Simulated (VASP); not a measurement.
# BiBr2 (I4/mmm) in VASP: single point with PBE

Aim: the single point of BiBr2 with PBE.

All numbers are computed with VASP 6.6.1; they aren't measurements. Logs are shortened: lines on timing, memory, paths and dates and some standing lists are left out, and cuts for length are marked.

**1. The cell of the first run**

Symmetry: I4/mmm, No. 139, tetragonal system. Conventional cell: a = 3.629 Å, b = 3.629 Å, c = 14.810 Å, α = 90.00°, β = 90.00°, γ = 90.00°. Bi (site symmetry 4/mmm) has 8 Br at 3.21 Å and 4 Bi at 3.63 Å within 4.2 Å. Within 4.2 Å of Br (site symmetry 4mm) lie 4 Bi at 3.21 Å and 5 Br at 3.63 to 3.86 Å.

**2. Single point, PBE**

INCAR

```
PREC = Accurate ; ENCUT = 520
EDIFF = 1E-6 ; ISMEAR = 0
SIGMA = 0.1 ; LREAL = F
LASPH = T ; NELM = 60
ALGO = Normal ; ISIF = 2
LWAVE = F ; LCHARG = F
GGA = PE ; NBANDS = 22
```

KPOINTS

```
regular mesh
0
Gamma
  16 16 16
```

POSCAR

```
BiBr2
1.0
   -1.8146436292      1.8146436292      7.4048561228
    1.8146436292     -1.8146436292      7.4048561228
    1.8146436292      1.8146436292     -7.4048561228
Bi Br
1 2
Direct
    0.0000000000      0.0000000000      0.0000000000
    0.6302933692      0.6302933692      0.0000000000
    0.3697066308      0.3697066308      0.0000000000
```

Potentials or basis: VASP PAW PBE potentials, release 64 (Bi_d, Br).

Started as:

```console
$ cat potpaw_PBE.64/Bi_d/POTCAR potpaw_PBE.64/Br/POTCAR > POTCAR
$ mpirun -np 1 vasp_std > vasp.out
```

OUTCAR:

```text
PREC = Accurate
   ENCUT = 520
   EDIFF = 1E-6
   ISMEAR = 0
   LREAL = F
   LASPH = T
   NELM = 60
   ISIF = 2
   GGA = PE

 ion  position               nearest neighbor table
   1  0.000  0.000  0.000-   2 3.21   2 3.21   2 3.21   3 3.21   2 3.21   3 3.21   3 3.21   3 3.21

   2  0.630  0.630  0.000-   1 3.21   1 3.21   1 3.21   1 3.21
   3  0.370  0.370  0.000-   1 3.21   1 3.21   1 3.21   1 3.21

  LATTYP: Found a body centered tetragonal cell.
 ALAT       =     3.6292872584
 C/A-ratio  =     4.0806117541

  Lattice vectors:

 A1 = (  -1.8146436292,   1.8146436292,   7.4048561228)
 A2 = (   1.8146436292,  -1.8146436292,   7.4048561228)
 A3 = (   1.8146436292,   1.8146436292,  -7.4048561228)

Analysis of symmetry for initial positions (statically):
=====================================================================
 Subroutine PRICEL returns:
 Original cell was already a primitive cell.

 Routine SETGRP: Setting up the symmetry group for a
 body centered tetragonal supercell.

 Subroutine GETGRP returns: Found 16 space group operations
 (whereof 16 operations were pure point group operations)
 out of a pool of 16 trial point group operations.

The static configuration has the point symmetry D_4h.

Analysis of symmetry for dynamics (positions and initial velocities):
=====================================================================
 Subroutine PRICEL returns:
 Original cell was already a primitive cell.

 Routine SETGRP: Setting up the symmetry group for a
 body centered tetragonal supercell.

 Subroutine GETGRP returns: Found 16 space group operations
 (whereof 16 operations were pure point group operations)
 out of a pool of 16 trial point group operations.

The dynamic configuration has the point symmetry D_4h.

 Subroutine INISYM returns: Found 16 space group operations
 (whereof 16 operations are pure point group operations),
 and found     1 'primitive' translations

----------------------------------------------------------------------------------------

                                     Primitive cell

  volume of cell :      97.5347

  direct lattice vectors                    reciprocal lattice vectors
    -1.814643629  1.814643629  7.404856123     0.000000000  0.275536195  0.067523257
     1.814643629 -1.814643629  7.404856123     0.275536195  0.000000000  0.067523257
     1.814643629  1.814643629 -7.404856123     0.275536195  0.275536195  0.000000000

  length of vectors
     7.836948207  7.836948207  7.836948207     0.283689240  0.283689240  0.389667023

  position of ions in fractional coordinates (direct lattice)
     0.000000000  0.000000000  0.000000000
     0.630293369  0.630293369  0.000000000
     0.369706631  0.369706631  0.000000000

  ion indices of the primitive-cell ions
   primitive index   ion index
                 1           1
                 2           2
                 3           3

----------------------------------------------------------------------------------------

 KPOINTS: regular mesh

Automatic generation of k-mesh.
 Grid dimensions read from file:
 generate k-points for:   16   16   16

 Generating k-lattice:

  Cartesian coordinates                     Fractional coordinates (reciprocal lattice)
     0.000000000  0.017221012  0.004220204     0.062500000  0.000000000 -0.000000000
     0.017221012  0.000000000  0.004220204     0.000000000  0.062500000 -0.000000000
     0.017221012  0.017221012  0.000000000     0.000000000  0.000000000  0.062500000

  Length of vectors
     0.017730577  0.017730577  0.024354189

  Shift w.r.t. Gamma in fractional coordinates (k-lattice)
     0.000000000  0.000000000  0.000000000

 Subroutine IBZKPT returns following result:
 ===========================================

 Found    349 irreducible k-points:

 Following reciprocal coordinates:
            Coordinates               Weight
  0.000000  0.000000  0.000000      1.000000
  0.062500  0.000000  0.000000      8.000000
  0.125000  0.000000  0.000000      8.000000
  0.187500 -0.000000  0.000000      8.000000
  0.250000  0.000000  0.000000      8.000000
  0.312500  0.000000  0.000000      8.000000
[... 16 lines left out ...]
 -0.125000  0.062500  0.000000     16.000000
 -0.062500  0.062500  0.000000      4.000000
 [... further k-points ...]
   k-points           NKPTS =    349   k-points in BZ     NKDIM =    349   number of bands    NBANDS=     22
   number of dos      NEDOS =    301   number of ions     NIONS =      3
   total plane-waves  NPLWV = 216000
   dimension x,y,z NGX =    60 NGY =   60 NGZ =   60
   dimension x,y,z NGXF=   120 NGYF=  120 NGZF=  120
   ions per type =               1   2
   NGX,Y,Z   is equivalent  to a cutoff of  12.73, 12.73, 12.73 a.u.
   NGXF,Y,Z  is equivalent  to a cutoff of  25.46, 25.46, 25.46 a.u.
 SYSTEM =  unknown system
   PREC   = accura    normal or accurate (medium, high low for compatibility)
   ISTART =      0    job   : 0-new  1-cont  2-samecut
   ICHARG =      2    charge: 1-file 2-atom 10-const
   ISPIN  =      1    spin polarized calculation?
   LNONCOLLINEAR =      F non collinear calculations
   LSORBIT =      F    spin-orbit coupling
   LASPH  =      T    aspherical Exc in radial PAW
   ENCUT  =  520.0 eV  38.22 Ry    6.18 a.u.  14.57 14.57 14.57*2*pi/ulx,y,z
   NELM   =     60;   NELMIN=  2; NELMDL= -5     # of ELM steps
   EDIFF  = 0.1E-05   stopping-criterion for ELM
   LREAL  =      F    real-space projection
   EDIFFG = 0.1E-04   stopping-criterion for IOM
   NSW    =      0    number of steps for IOM
   IBRION =     -1    ionic relax: 0-MD 1-quasi-New 2-CG
   NFREE  =      0    steps in history (QN), initial steepest desc. (CG)
   ISIF   =      2    stress and relaxation
   ISYM   =      2    0-nonsym 1-usesym 2-fastsym
   POTIM  = 0.5000    time-step for ionic-motion
   TEBEG  =    0.0;   TEEND  =   0.0 temperature during run
   PSTRESS=    0.0 pullay stress
   NELECT =      29.0000    total number of electrons
   NUPDOWN=      -1.0000    fix difference up-down
   EMIN   =  10.00;   EMAX   =-10.00  energy-range for DOS
   EFERMI =   0.00;   METHOD = LEGACY
   ISMEAR =     0;   SIGMA  =   0.10  broadening in eV -4-tet -1-fermi 0-gaus
   EFERMI_NEDOS =   21; number of points for ismear=-14 and -15
   IALGO  =     38    algorithm
   IMIX   =      4    mixing-type and parameters
     AMIX     =   0.40;   BMIX     =  1.00
     AMIX_MAG =   1.60;   BMIX_MAG =  1.00
  volume/ion in A,a.u.               =      32.51       219.40
  Fermi-wavevector in a.u.,A,eV,Ry     =   1.092667  2.064841 16.244276  1.193921
  Thomas-Fermi vector in A             =   2.228937
   LORBIT       =      0    0 simple, 1 ext, 2 COOP (PROOUT), +10 PAW based schemes
   GGA     = PE    functional components
   LHFCALC =     F    Hartree Fock is set to
   AEXX    =    0.0000 exact exchange contribution
   IVDW    =     0    specifies the selected vdW correction
   LEPSILON=     F    determine dielectric tensor
   LRPA    =     F    only Hartree local field effects (RPA)
 non-spin polarized calculation
 Gauss-broadening in eV      SIGMA  =   0.10
  energy-cutoff  :      520.00
  volume of cell :       97.53
 maximum number of plane-waves:      2652
   NGX = 29   NGY = 29   NGZ = 29

 number of electron      28.9999998 magnetization

 Free energy of the ion-electron system (eV)
  ---------------------------------------------------
  ext. energy  EPLUGINS =         0.00000000
  ---------------------------------------------------
  free energy    TOTEN  =        -7.90862251 eV

  energy without entropy =       -7.89499535  energy(sigma->0) =       -7.90180893

 E-fermi :   3.7215     XC(G=0):  -8.6586

 val. band max:        3.7190657235   @ k =  -0.4375   0.3125  -0.0000
 cond. band min:       3.7217367531   @ k =  -0.1250   0.4375   0.1250
 fundamental gap:      0.0026710296
 Fermi energy:         3.7214568488

 k-point     1 :       0.0000    0.0000    0.0000
  band No.  band energies     occupation
      1     -20.4246      2.00000
      2     -20.4139      2.00000
      3     -20.3619      2.00000
      4     -20.3619      2.00000
      5     -20.3004      2.00000
      6     -12.4210      2.00000
[... 14 lines left out ...]
     21      10.1590      0.00000
     22      12.0200      0.00000

 k-point     2 :       0.0625    0.0000    0.0000
  band No.  band energies     occupation
      1     -20.4237      2.00000
      2     -20.4110      2.00000
      3     -20.3633      2.00000
      4     -20.3618      2.00000
      5     -20.3015      2.00000
      6     -12.3984      2.00000
[... 14 lines left out ...]
     21      10.2660      0.00000
     22      11.9367      0.00000

 k-point     3 :       0.1250    0.0000    0.0000
  band No.  band energies     occupation
      1     -20.4224      2.00000
      2     -20.4017      2.00000
      3     -20.3672      2.00000
      4     -20.3614      2.00000
      5     -20.3045      2.00000
      6     -12.3326      2.00000
[... 14 lines left out ...]
     21      10.5229      0.00000
     22      11.7754      0.00000

 k-point     4 :       0.1875   -0.0000    0.0000
  band No.  band energies     occupation
      1     -20.4213      2.00000
      2     -20.3868      2.00000
      3     -20.3730      2.00000
      4     -20.3609      2.00000
      5     -20.3090      2.00000
      6     -12.2296      2.00000
[... 14 lines left out ...]
     21      10.9199      0.00000
     22      11.8199      0.00000

 k-point     5 :       0.2500    0.0000    0.0000
  band No.  band energies     occupation
      1     -20.4204      2.00000
      2     -20.3799      2.00000
      3     -20.3689      2.00000
      4     -20.3602      2.00000
      5     -20.3143      2.00000
      6     -12.1002      2.00000
[... 14 lines left out ...]
     21      11.6396      0.00000
     22      12.1654      0.00000

 k-point     6 :       0.3125    0.0000    0.0000
  band No.  band energies     occupation
      1     -20.4197      2.00000
      2     -20.3867      2.00000
      3     -20.3596      2.00000
      4     -20.3508      2.00000
      5     -20.3196      2.00000
      6     -11.9605      2.00000
[... 14 lines left out ...]
     21      11.5605      0.00000
     22      12.4274      0.00000

 k-point     7 :       0.3750   -0.0000    0.0000
  band No.  band energies     occupation
      1     -20.4191      2.00000
      2     -20.3925      2.00000
      3     -20.3591      2.00000
      4     -20.3355      2.00000
      5     -20.3240      2.00000
      6     -11.8323      2.00000
[... 324 lines left out ...]
      6     -11.9462      2.00000
[... 14 lines left out ...]
     21      11.5392      0.00000
     22      12.6254      0.00000

 k-point    21 :      -0.2500    0.0625   -0.0000
  band No.  band energies     occupation
      1     -20.4180      2.00000
      2     -20.3797      2.00000
      3     -20.3676      2.00000
      4     -20.3615      2.00000
      5     -20.3156      2.00000
      6     -12.0840      2.00000
[... 14 lines left out ...]
     21      11.6961      0.00000
     22      12.1324      0.00000

 k-point    22 :      -0.1875    0.0625   -0.0000
  band No.  band energies     occupation
      1     -20.4190      2.00000
      2     -20.3853      2.00000
      3     -20.3729      2.00000
      4     -20.3622      2.00000
      5     -20.3102      2.00000
      6     -12.2114      2.00000
[... 14 lines left out ...]
     21      10.9585      0.00000
     22      11.7473      0.00000

 k-point    23 :      -0.1250    0.0625    0.0000
  band No.  band energies     occupation
      1     -20.4205      2.00000
      2     -20.3999      2.00000
      3     -20.3671      2.00000
      4     -20.3627      2.00000
      5     -20.3056      2.00000
      6     -12.3126      2.00000
[... 14 lines left out ...]
     21      10.6399      0.00000
     22      11.7200      0.00000

 k-point    24 :      -0.0625    0.0625    0.0000
  band No.  band energies     occupation
      1     -20.4225      2.00000
      2     -20.4085      2.00000
      3     -20.3633      2.00000
      4     -20.3629      2.00000
      5     -20.3026      2.00000
      6     -12.3769      2.00000
[... 14 lines left out ...]
     21      10.3723      0.00000
     22      11.8599      0.00000

 [... further k-points ...]

------------------------ aborting loop because EDIFF is reached ----------------------------------------

  FORCE on cell =-STRESS in cart. coord.  units (eV):
  Direction    XX          YY          ZZ          XY          YZ          ZX
  --------------------------------------------------------------------------------------
  -------------------------------------------------------------------------------------
  Total       -0.0086567     -0.0086567     -0.0146368      0.0000000      0.0000000      0.0000000
  in kB       -0.1422013     -0.1422013     -0.2404352      0.0000000      0.0000000      0.0000000
  external PRESSURE =      -0.1749459 kB  Pullay stress =       0.0000000 kB

 VOLUME and BASIS-vectors are now :
 -----------------------------------------------------------------------------
  energy-cutoff  :      520.00
  volume of cell :       97.53
      direct lattice vectors                 reciprocal lattice vectors
    -1.814643629  1.814643629  7.404856123     0.000000000  0.275536195  0.067523257
     1.814643629 -1.814643629  7.404856123     0.275536195  0.000000000  0.067523257
     1.814643629  1.814643629 -7.404856123     0.275536195  0.275536195  0.000000000

 POSITION                                       TOTAL-FORCE (eV/Angst)
 -----------------------------------------------------------------------------------
      0.00000      0.00000      0.00000        -0.000000     -0.000000      0.000000
      0.00000      0.00000      9.33446         0.000000      0.000000      0.001291
      0.00000      0.00000      5.47525        -0.000000     -0.000000     -0.001291
 -----------------------------------------------------------------------------------
    total drift:                               -0.000000      0.000000      0.000000

  FREE ENERGIE OF THE ION-ELECTRON SYSTEM (eV)
  ---------------------------------------------------
  free  energy   TOTEN  =        -7.9086225083 eV

  energy  without entropy=       -7.8949953514  energy(sigma->0) =       -7.90180893
```

Wall time 15 min (1 thread of Intel Xeon 6975P-C (Granite Rapids), shared host); peak memory 0.99 GiB.

Results:

```yaml
Free_energy: -7.9086 eV
Pressure: 0.0 GPa
Band_gap_on_the_k_mesh: zero (an odd number of electrons rules out a gap without spin polarisation)
```

Levels at points of the mesh, in eV from the Fermi level:
```tsv
k point	band 11	band 12	band 13	band 14	band 15	band 16	band 17	band 18
(0.00, 0.00, 0.00)	-2.90	-2.90	-2.34	-2.34	0.25	2.46	2.46	4.91
(0.50, 0.00, 0.00)	-3.65	-2.88	-2.14	-2.03	-0.09	1.66	2.04	5.87
(0.50, 0.50, 0.00)	-4.24	-4.07	-3.61	-2.63	-0.71	-0.69	-0.45	5.60
(0.50, 0.50, 0.50)	-2.96	-2.76	-2.24	-2.24	-0.23	2.38	2.38	4.82
```

Caveat: spin-orbit coupling is left out, which moves the levels of the heavy elements; an odd number of electrons without spin polarisation forces a metal; a magnetic or distorted state may lie lower.
